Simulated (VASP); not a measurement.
A run of VASP 6.6.1 is set up as follows.

The input INCAR:

```
  AGGAC = 1.0
  AGGAX = 1.0
  ALDAC = 0.0
  ALDAX = 1.0
  ALGO = Normal
  EDIFF = 1E-6
  ENCUT = 520
  GGA = B5
  ISIF = 2
  ISMEAR = -1
  LASPH = T
  LCHARG = T
  LELF = T
  LREAL = F
  LVHAR = T
  LWAVE = F
  NBANDS = 24
  NELM = 80
  PREC = Accurate
  SIGMA = 0.1
```

KPOINTS

```
k-points
0
Gamma
  9 9 12
```

Contents of POSCAR:

```
Au
1.0
    4.8065978271      0.0000000000      0.0000000000
   -2.4032989136      4.1626358241      0.0000000000
    0.0000000000      0.0000000000      2.8607461858
Au
3
Direct
    0.0000000000      1.0000000000      0.0000000000
    0.3333333333      0.6666666667      0.5000000000
    0.6666666667      0.3333333333      0.5000000000
```

Potentials or basis: VASP PAW PBE potentials, release 64 (Au).

Command:

```console
$ cat potpaw_PBE.64/Au/POTCAR > POTCAR
$ mpirun -np 1 vasp_std > vasp.out
```

Q: What does it give for the pressure?

A: 4.9 GPa.

Stress tensor (GPa, compression positive):
```
5.45 0.00 0.00
0.00 5.45 0.00
0.00 0.00 3.78
```

Caveat: the PAW data sets were made with another functional, which shifts forces and pressure a little.
